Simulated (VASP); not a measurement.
Al5Cu2, 14 atoms in the cell. The cell holds a slab with vacuum, 14 atoms: a = 4.828 Å, b = 4.877 Å, c = 25.476 Å, α = 90.00°, β = 90.00°, γ = 119.67°. 

- Program: VASP 6.6.1
- Task: single point
- Functional: PBEsol
- Potentials or basis: VASP PAW PBE potentials, release 64 (Al, Cu)
- Cutoff: 520 eV
- k mesh: 7 × 7 × 1
- Occupations: gaussian, width 0.1 eV
- Spin: no spin polarisation
- Dipole correction: yes
- Further INCAR settings: ALGO = Fast; EDIFF = 1e-06; NBANDS = 50

Potentials or basis: VASP PAW PBE potentials, release 64 (Al, Cu).

Run with:

```sh
$ cat potpaw_PBE.64/Al/POTCAR potpaw_PBE.64/Cu/POTCAR > POTCAR
$ mpirun -np 1 vasp_std > vasp.out
```

Hardware: 1 thread of Intel Xeon 6975P-C, with other jobs on the host.

Question: How long does it take, and how much memory?

Answer: Run time: 17 min on 1 thread of Intel Xeon 6975P-C, with other jobs on the host, peak memory 0.73 GiB. Counts: scf iterations 28, k points 16.
